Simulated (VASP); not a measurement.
Wanted: the native input for a VASP 6.6.1 run.

* Task: single point
* Functional: PBE
* Dispersion: D3(BJ)
* Potentials or basis: VASP PAW PBE potentials, release 64 (C)
* Cutoff: 520 eV
* k mesh: 15 × 15 × 15
* Occupations: gaussian, width 0.05 eV
* Spin: no spin polarisation
* Dipole correction: no
* Further INCAR settings: ALGO = Normal; EDIFF = 1e-06; NBANDS = 11

The structure of C lies in POSCAR:

```
C
1.0
    1.2324984681      0.7115833223      3.3613878357
   -1.2324984681      0.7115833223      3.3613878357
    0.0000000000     -1.4231666447      3.3613878357
C
2
Direct
    0.1466349971      0.1466349971      0.1782546252
    0.8533650029      0.8533650029      0.8217453748
```

This cell differs from its parent crystal: atoms displaced along several vibrational modes.

These files were run (other wordings do the same):

INCAR

```
SYSTEM = C
PREC = Accurate ; ENCUT = 520
EDIFF = 1E-6 ; ISMEAR = 0
SIGMA = 0.05 ; LREAL = .FALSE.
LASPH = .TRUE. ; NELM = 100
ALGO = Normal ; ISIF = 2
LWAVE = .FALSE. ; LCHARG = .FALSE.
GGA = PE ; IVDW = 12
NBANDS = 11
```

KPOINTS

```
Automatic mesh
0
G
  15 15 15
  0 0 0
```

Potentials or basis: VASP PAW PBE potentials, release 64 (C).

Run with:

```bash
$ cat potpaw_PBE.64/C/POTCAR > POTCAR
$ mpirun -np 1 vasp_std > vasp.out
```

Results of the run:

- Pressure: 2.1 GPa
- Largest force: 5.803 eV/Å
- Dispersion energy per atom: -0.156 eV

Caveat: the cell differs from its parent crystal (atoms displaced along several vibrational modes); the stress differs along the axes, from -6 to 15 GPa; forces of over 1 eV/Å act on the atoms, so gaps and moduli don't describe the material at rest.

It took 4 min on 1 thread of AMD EPYC 7R13, on a shared host, peak memory 0.28 GiB.
